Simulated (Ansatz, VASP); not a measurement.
**KNaICl: VASP beside Ansatz**

INCAR

```
PREC = Accurate ; ENCUT = 520
EDIFF = 1E-6 ; ISMEAR = 0
SIGMA = 0.05 ; LREAL = False
LASPH = True ; NELM = 60
ALGO = Normal ; ISIF = 2
LWAVE = False ; LCHARG = False
NBANDS = 23
```

KPOINTS

```
Automatic mesh
0
Gamma
  6 6 4
```

The input POSCAR:

```
KNaICl
1.0
    4.7923000000      0.0000000000      0.0000000000
    0.0000000000      4.2285000000      0.0000000000
    0.0000000000      0.0000000000      6.8190640000
K Na I Cl
1 1 1 1
Direct
    0.5000000000      0.5000000000      0.5000000000
    0.0000000000      0.0000000000      0.0000000000
    0.5000000000      0.5000000000      0.0000000000
    0.0000000000      0.0000000000      0.5000000000
```

Input for Ansatz:

```yaml
crystal:
  lattice:
    - [4.7923, 0.0, 0.0]
    - [0.0, 4.2285, 0.0]
    - [0.0, 0.0, 6.819064]
  atoms:
    - { symbol: K, position: [0.5, 0.5, 0.5] }
    - { symbol: Na, position: [0.0, 0.0, 0.0] }
    - { symbol: I, position: [0.5, 0.5, 0.0] }
    - { symbol: Cl, position: [0.0, 0.0, 0.5] }
basis:
  ecutwfc: 420
kpoints:
  mp_grid: { grid: [6, 6, 4] }
hamiltonian:
  xc: lda
scf:
  occupations: { method: gaussian, width: 0.05 }
output:
  forces: true
  stress: true
  eigenvalues: true
```

Change from the starting cell: strain +0.0625 x Voigt [1, -1, 0, 0, 0, 0], atoms carried along.

Alike in both runs: task single point; functional LDA; k mesh 6 × 6 × 4; occupations gaussian, width 0.05 eV; no spin polarisation.

|  | VASP | Ansatz |
| --- | --- | --- |
| version | VASP 6.6.1 | Ansatz 0.2.0 |
| potentials or method | VASP PAW LDA potentials, release 64 (K_sv, Na_pv, I, Cl), cutoff 520 eV | scalar-relativistic, plane waves, PAW |
| valence electrons in the cell | 30 | 42 |

VASP gave:

```
gap on the k mesh at the Fermi level (eV)                     : 3.28
least direct gap on the mesh (eV)                             : 3.30
pressure (GPa)                                                : -2.0
traceless stress, the component that is largest in VASP (GPa) : -1.13
```

Task: What did Ansatz give for the same quantities?

Result: gap on the k mesh at the Fermi level (eV): 3.27; least direct gap on the mesh (eV): 3.29; pressure (GPa): -2.0; traceless stress, the component that is largest in VASP (GPa): -1.14.

LDA's correlation is that of Perdew and Zunger in VASP and of Perdew and Wang (1992) in Ansatz. VASP's potentials hold 30 valence electrons a cell and Ansatz's 42, so a difference there can come from the potentials and not from the codes.

Neither program's run includes spin-orbit coupling.
